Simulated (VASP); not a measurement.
TaN:

```xyz
2
Lattice="2.9380 0.0000 0.0000 -1.4690 2.5444 0.0000 0.0000 0.0000 2.8830" Properties=species:S:1:pos:R:3 pbc="T T T"
Ta    0.0000    1.6963    1.4415
N     0.0000    0.0000    0.0000
```

Base run:

| Item | Value |
| --- | --- |
| Program | VASP 6.6.1 |
| Functional | PBEsol |
| Potentials or basis | VASP PAW PBE potentials, release 64 (Ta_pv, N) |
| Cutoff | 520 eV |
| k mesh | 12 × 12 × 10 |
| Occupations | methfessel-paxton, width 0.05 eV |
| Spin | no spin polarisation |

Its results: band gap on the k mesh zero (band 8 reaches 8.49 eV, above the bottom of band 9 at 7.99 eV); pressure -4.1 GPa.

Question: The run is repeated on the same cell with these changes: functional from PBEsol to BLYP. What comes out?

Answer: Band gap on the k mesh zero (band 8 reaches 9.16 eV, above the bottom of band 9 at 8.65 eV); pressure 18.0 GPa.

BLYP binds less tightly than PBEsol, so the same cell stands under more pressure.

Caveats: the PAW data sets were made with another functional, which shifts forces and pressure a little; spin-orbit coupling is left out, which moves the levels of the heavy elements.
